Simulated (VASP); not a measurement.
# CoH4 (P6/mmm) in VASP: relaxation of cell and atoms with PBE

Aim: the relaxation of cell and atoms of CoH4 with PBE.

Program: VASP 6.6.1. These are calculated values, not measurements. Logs are shortened: lines on timing, memory, paths and dates and some standing lists are left out, and cuts for length are marked.

**1. The cell of the first run**

The structure is hexagonal, space group P6/mmm (No. 191). Conventional cell: a = 3.077 Å, b = 3.077 Å, c = 5.507 Å, α = 90.00°, β = 90.00°, γ = 120.00°. Within 2.5 Å of Co (site symmetry 6/mmm) lie 12 H at 1.86 Å. H (site symmetry 3m) has 1 H at 1.07 Å within 1.4 Å.

The cell was generated, and may not be a known phase.

**2. Relaxation of cell and atoms, PBE, collinear spin, ferromagnetic start**

Input file INCAR:

```
PREC     = Accurate       # precision mode
ENCUT    = 1230           # plane-wave cutoff, eV
EDIFF    = 1E-7           # SCF threshold, eV
ISMEAR   = 0              # smearing method
SIGMA    = 0.1            # smearing width, eV
LREAL    = False          # projectors in reciprocal space
LASPH    = True           # aspherical terms in the spheres
NELM     = 200            # most SCF steps
ALGO     = Normal         # electronic algorithm
ISIF     = 3              # what is computed and relaxed
LWAVE    = False          # write WAVECAR
LCHARG   = False          # write CHGCAR
ISPIN    = 2              # spin polarisation
MAGMOM   = 3 0 0 0 0      # initial moments
LORBIT   = 11             # projections on sites
LMAXMIX  = 4              # l up to which the mixer works
GGA      = PE             # functional
IBRION   = 2              # ionic algorithm
NSW      = 90             # ionic steps
EDIFFG   = -0.04          # ionic threshold
GGA_COMPAT= False        
NELMIN   = 4
```

Input file KPOINTS:

```
regular mesh
0
Gamma
  6 6 4
```

Input file POSCAR:

```
CoH4
1.0
    3.0765869200      0.0000000000      0.0000000000
   -1.5382934600      2.6644024300      0.0000000000
    0.0000000000      0.0000000000      5.5066893300
Co H
1 4
Direct
    0.0000000000      0.0000000000      0.0000000000
    0.3333333300      0.6666666700      0.0974981300
    0.3333333300      0.6666666700      0.9025018700
    0.6666666700      0.3333333300      0.9025018700
    0.6666666700      0.3333333300      0.0974981300
```

Potentials or basis: VASP PAW PBE potentials, release 64 (Co_sv, H_h).

Started as:

```bash
cat potpaw_PBE.64/Co_sv/POTCAR potpaw_PBE.64/H_h/POTCAR > POTCAR
mpirun -np 1 vasp_std > vasp.out
```

OUTCAR:

```text
PREC = Accurate
   ENCUT = 1230
   EDIFF = 1E-7
   ISMEAR = 0
   LREAL = False
   LASPH = True
   NELM = 200
   ISIF = 3
   ISPIN = 2
   LORBIT = 11
   GGA = PE
   IBRION = 2
   NSW = 90
   EDIFFG = -0.04
   NELMIN = 4

 ion  position               nearest neighbor table
   1  0.000  0.000  0.000-
   2  0.333  0.667  0.097-
   3  0.333  0.667  0.903-
   4  0.667  0.333  0.903-
   5  0.667  0.333  0.097-

  LATTYP: Found a hexagonal cell.
 ALAT       =     3.0765869200
 C/A-ratio  =     1.7898695773

  Lattice vectors:

 A1 = (   3.0765869200,   0.0000000000,   0.0000000000)
 A2 = (  -1.5382934600,   2.6644024300,   0.0000000000)
 A3 = (   0.0000000000,   0.0000000000,   5.5066893300)

Analysis of symmetry for initial positions (statically):
=====================================================================
 Subroutine PRICEL returns:
 Original cell was already a primitive cell.

 Routine SETGRP: Setting up the symmetry group for a
 hexagonal supercell.

 Subroutine GETGRP returns: Found 24 space group operations
 (whereof 24 operations were pure point group operations)
 out of a pool of 24 trial point group operations.

The static configuration has the point symmetry D_6h.

Analysis of symmetry for dynamics (positions and initial velocities):
=====================================================================
 Subroutine PRICEL returns:
 Original cell was already a primitive cell.

 Routine SETGRP: Setting up the symmetry group for a
 hexagonal supercell.

 Subroutine GETGRP returns: Found 24 space group operations
 (whereof 24 operations were pure point group operations)
 out of a pool of 24 trial point group operations.

The dynamic configuration has the point symmetry D_6h.

Analysis of structural, dynamic, and magnetic symmetry:
=====================================================================
 Subroutine PRICEL returns:
 Original cell was already a primitive cell.

 Routine SETGRP: Setting up the symmetry group for a
 hexagonal supercell.

 Subroutine GETGRP returns: Found 24 space group operations
 (whereof 24 operations were pure point group operations)
 out of a pool of 24 trial point group operations.

The overall configuration has the point symmetry D_6h.

 Subroutine INISYM returns: Found 24 space group operations
[... 116 lines left out ...]
   IALGO  =     38    algorithm
   IMIX   =      4    mixing-type and parameters
     AMIX     =   0.40;   BMIX     =  1.00
     AMIX_MAG =   1.60;   BMIX_MAG =  1.00
  volume/ion in A,a.u.               =       9.03        60.92
  Fermi-wavevector in a.u.,A,eV,Ry     =   1.268512  2.397141 21.893459  1.609124
  Thomas-Fermi vector in A             =   2.401603
   LORBIT       =     11    0 simple, 1 ext, 2 COOP (PROOUT), +10 PAW based schemes
   GGA     = PE    functional components
   LHFCALC =     F    Hartree Fock is set to
   AEXX    =    0.0000 exact exchange contribution
   IVDW    =     0    specifies the selected vdW correction
   LEPSILON=     F    determine dielectric tensor
   LRPA    =     F    only Hartree local field effects (RPA)
 conjugate gradient relaxation of ions
 spin polarized calculation
 Gauss-broadening in eV      SIGMA  =   0.10
  energy-cutoff  :     1230.00
  volume of cell :       45.14
 maximum number of plane-waves:      4453
 NGX is ok and might be reduce to    36
   NGX = 17   NGY = 17   NGZ = 31

--------------------------------------- Ionic step        1  -------------------------------------------

 number of electron      20.9999992 magnetization       0.4415467

 Free energy of the ion-electron system (eV)
  ---------------------------------------------------
  ext. energy  EPLUGINS =         0.00000000
  ---------------------------------------------------
  free energy    TOTEN  =       -16.77786198 eV

  energy without entropy =      -16.76270298  energy(sigma->0) =      -16.77028248

------------------------ aborting loop because EDIFF is reached ----------------------------------------

  FORCE on cell =-STRESS in cart. coord.  units (eV):
  Direction    XX          YY          ZZ          XY          YZ          ZX
  --------------------------------------------------------------------------------------
  -------------------------------------------------------------------------------------
  Total       -1.5180889     -1.5180889      1.3133048      0.0000000      0.0000000      0.0000000
  in kB      -53.8825582    -53.8825582     46.6140167      0.0000000      0.0000000      0.0000000
  external PRESSURE =     -20.3836999 kB  Pullay stress =       0.0000000 kB
[... 305 lines left out ...]
--------------------------------------- Ionic step        9  -------------------------------------------

 number of electron      20.9999997 magnetization       0.0009949

 Free energy of the ion-electron system (eV)
  ---------------------------------------------------
  ext. energy  EPLUGINS =         0.00000000
  ---------------------------------------------------
  free energy    TOTEN  =       -18.66093563 eV

  energy without entropy =      -18.64991615  energy(sigma->0) =      -18.65542589

 E-fermi :   2.6853     XC(G=0):  -8.5217

 val. band max:        2.6828322871   @ k =   0.1667   0.1667   0.0000
 cond. band min:       3.5045604090   @ k =   0.3333   0.3333   0.0000
 fundamental gap:      0.8217281219
 Fermi energy:         2.6853317169

 spin component 1

 k-point     1 :       0.0000    0.0000    0.0000
  band No.  band energies     occupation
      1     -92.1424      1.00000
      2     -55.4884      1.00000
      3     -55.4884      1.00000
      4     -55.2888      1.00000
      5     -10.3134      1.00000
      6      -6.1167      1.00000
[... 375 lines left out ...]
      2     -55.5976      1.00000
      3     -55.5976      1.00000
      4     -55.2620      1.00000
      5      -3.9353      1.00000
      6      -3.9353      1.00000
[... 8 lines left out ...]
     15       9.0135      0.00000
     16      15.0120      0.00000
 Fermi energy:         2.6853317169

 spin component 2

 k-point     1 :       0.0000    0.0000    0.0000
  band No.  band energies     occupation
      1     -92.1412      1.00000
      2     -55.4872      1.00000
      3     -55.4872      1.00000
      4     -55.2877      1.00000
      5     -10.3134      1.00000
      6      -6.1167      1.00000
[... 420 lines left out ...]
  FREE ENERGIE OF THE ION-ELECTRON SYSTEM (eV)
  ---------------------------------------------------
  free  energy   TOTEN  =       -18.6609356255 eV

  energy  without entropy=      -18.6499161546  energy(sigma->0) =      -18.65542589

 reached required accuracy - stopping structural energy minimisation

 total charge

# of ion       s       p       d       tot
------------------------------------------
    1        2.170   6.124   6.932  15.226
    2        0.265   0.008   0.000   0.273
    3        0.265   0.008   0.000   0.273
    4        0.265   0.008   0.000   0.273
    5        0.265   0.008   0.000   0.273
--------------------------------------------------
tot          3.231   6.157   6.932  16.320

 magnetization (x)

# of ion       s       p       d       tot
------------------------------------------
    1        0.000   0.000   0.001   0.001
    2       -0.000   0.000   0.000  -0.000
    3       -0.000   0.000   0.000  -0.000
    4       -0.000   0.000   0.000  -0.000
    5       -0.000   0.000   0.000  -0.000
--------------------------------------------------
tot         -0.000   0.000   0.001   0.001
```

CONTCAR:

```text
CoH4
   1.00000000000000
     2.6345662083721959    0.0000000000000000    0.0000000000000000
    -1.3172831041860980    2.2816012645879984    0.0000000000000000
     0.0000000000000000   -0.0000000000000000    6.2385439243184644
  Co              H
     1     4
Direct
     0.0000000000000000    0.0000000000000000    0.0000000000000000
     0.3333333300000021    0.6666666699999979    0.1546664933489653
     0.3333333300000021    0.6666666699999979    0.8453335066510348
     0.6666666699999979    0.3333333300000021    0.8453335066510348
     0.6666666699999979    0.3333333300000021    0.1546664933489653

  0.00000000E+00  0.00000000E+00  0.00000000E+00
  0.00000000E+00  0.00000000E+00  0.00000000E+00
  0.00000000E+00  0.00000000E+00  0.00000000E+00
  0.00000000E+00  0.00000000E+00  0.00000000E+00
  0.00000000E+00  0.00000000E+00  0.00000000E+00
```

Run time: 16 min. Hardware: 1 thread of AMD EPYC 7R43 (Zen 3), shared host; peak memory 0.39 GiB.

What came out:

```yaml
Free_energy: -18.6609 eV
Relaxed_volume: 7.50 Å³/atom
Relaxed_cell: a = 2.635 Å, b = 2.635 Å, c = 6.239 Å, α = 90.00°, β = 90.00°, γ = 120.00°
Space_group_after_relaxing_to_0.1_Å: P6/mmm (No. 191)
Energy_gained_by_relaxing: 376.6 meV/atom
Ionic_steps: 9
Pressure_after_relaxing: -0.1 GPa
Largest_force_after_relaxing: 0.004 eV/Å
Net_moment: 0.00 μB per cell
Valence_electrons_inside_the_program's_atomic_spheres: Co 15.23; H 0.27
```

Forces in eV/Å, atoms in the order of the input:
```
Co   0.000  0.000  0.000
H    0.000  0.000  0.004
H    0.000  0.000 -0.004
H    0.000  0.000 -0.004
H    0.000  0.000  0.004
```

Stress tensor (GPa, compression positive):
```
-0.02  0.00  0.00
 0.00 -0.02  0.00
 0.00  0.00 -0.12
```

Step by step:
| step | energy change (eV) | largest force (eV/Å) | pressure (GPa) | volume (Å³) |
| --- | --- | --- | --- | --- |
| 1 | 0.0000 | 0.6319 | -2.04 | 45.14 |
| 2 | -0.1753 | 0.8711 | -3.05 | 44.38 |
| 3 | -0.6665 | 1.1504 | -4.14 | 42.76 |
| 4 | -1.6074 | 0.7268 | -1.53 | 39.36 |
| 5 | -0.9129 | 0.5149 | 18.84 | 32.15 |
| 6 | -1.8770 | 0.0709 | 2.29 | 36.79 |
| 7 | -1.8785 | 0.0963 | 1.92 | 36.97 |
| 8 | -1.8748 | 0.1139 | -2.55 | 38.23 |
| 9 | -1.8831 | 0.0040 | -0.05 | 37.50 |

Final structure:
```
Co H
1.0
     2.63457    0.00000    0.00000
    -1.31728    2.28160    0.00000
     0.00000    0.00000    6.23854
Co H
1 4
Direct
  0.00000 0.00000 0.00000
  0.33333 0.66667 0.15467
  0.33333 0.66667 0.84533
  0.66667 0.33333 0.84533
  0.66667 0.33333 0.15467
```

Caveat: the k points lie up to 0.46 Å⁻¹ apart in the final cell; the volume moved by over 15 % at a fixed basis, so the end points are rough; the moments typed at the start vanished in this run.
